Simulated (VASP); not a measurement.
Write the native input for VASP 6.6.1 that does the following.

| Property | Result |
| --- | --- |
| Task | relaxation of cell and atoms |
| Functional | PBE |
| Potentials or basis | VASP PAW PBE potentials, release 64 (K_sv, Cl) |
| Cutoff | 600 eV |
| k mesh | 3 × 3 × 4 |
| Occupations | gaussian, width 0.1 eV |
| Spin | no spin polarisation |
| Dipole correction | no |
| Further INCAR settings | ALGO = Normal; EDIFF = 1e-06; IBRION = 2; EDIFFG = -0.04; NSW = 90; ISIF = 3 |

The structure of K4Cl3 lies in POSCAR:

```
K4Cl3
1.0
    7.6402205100      0.0000000000      0.0000000000
   -3.8201102600      6.6166250600      0.0000000000
    0.0000000000      0.0000000000      5.2864728900
K Cl
4 3
Direct
    0.1787731000      0.8212269000      0.5000000000
    0.1787731000      0.3575462000      0.5000000000
    0.6424538000      0.8212269000      0.5000000000
    0.6666666700      0.3333333300      0.0000000000
    0.8146397900      0.1853602100      0.5000000000
    0.8146397900      0.6292795900      0.5000000000
    0.3707204100      0.1853602100      0.5000000000
```

The cell was generated, and may not be a known phase.

One way to write it, as run:

INCAR

```
ALGO = Normal
EDIFF = 1E-6
EDIFFG = -0.04
ENCUT = 600
GGA = PE
IBRION = 2
ISIF = 3
ISMEAR = 0
LASPH = T
LCHARG = F
LREAL = F
LWAVE = F
NELM = 100
NSW = 90
PREC = Accurate
SIGMA = 0.1
```

KPOINTS

```
k-points
0
Gamma
  3 3 4
```

Potentials or basis: VASP PAW PBE potentials, release 64 (K_sv, Cl).

The run is started by

```sh
$ cat potpaw_PBE.64/K_sv/POTCAR potpaw_PBE.64/Cl/POTCAR > POTCAR
$ mpirun -np 1 vasp_std > vasp.out
```

Results of the run:

```
Relaxed volume                        : 48.15 Å³/atom
Relaxed cell                          : a = 9.387 Å, b = 9.387 Å, c = 4.416 Å, α = 90.00°, β = 90.00°, γ = 120.00°
Space group after relaxing (to 0.1 Å) : P-6m2 (No. 187)
Energy gained by relaxing             : 660.1 meV/atom
Ionic steps                           : 11
Pressure after relaxing               : 0.1 GPa
Largest force after relaxing          : 0.020 eV/Å
Band gap on the k mesh                : zero (an odd number of electrons rules out a gap without spin polarisation)
```

Caveat: the volume moved by over 15 % at a fixed basis, so the end points are rough; an odd number of electrons without spin polarisation forces a metal; a magnetic or distorted state may lie lower.

Run time: 14 min on 1 thread of Intel(R) Xeon(R) Platinum 8259CL CPU @ 2.50GHz (Skylake/Cascade Lake), on a shared host, peak memory 0.49 GiB.
